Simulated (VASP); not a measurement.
Crystal: BaS.

```
CELL_PARAMETERS angstrom
0.00000 3.19375 3.19375
3.19375 0.00000 3.19375
3.19375 3.19375 0.00000
ATOMIC_POSITIONS crystal
Ba 0.00000 0.00000 0.00000
S 0.50000 0.50000 0.50000
```

Base run:

```yaml
Program: VASP 6.6.1
Functional: PBE
Potentials_or_basis: VASP PAW PBE potentials, release 64 (Ba_sv, S)
Cutoff: 520 eV
k_mesh: 7 × 7 × 7
Occupations: fermi-dirac, width 0.05 eV
Spin: no spin polarisation
```

Its results: band gap on the k mesh 2.17 eV, indirect (least direct gap 2.31 eV); pressure 1.4 GPa.

Task: After a change of settings the same cell gave: band gap on the k mesh 2.11 eV, indirect (least direct gap 2.24 eV); pressure 1.4 GPa. Which change was it?
A. functional from PBE to RPBE; occupations from fermi-dirac, width 0.05 eV to gaussian, width 0.05 eV
B. functional from PBE to PBEsol
C. k mesh from 7 × 7 × 7 to 6 × 6 × 6
D. functional from PBE to BLYP

Result: C.

Caveats: spin-orbit coupling is left out, which moves the levels of the heavy elements.
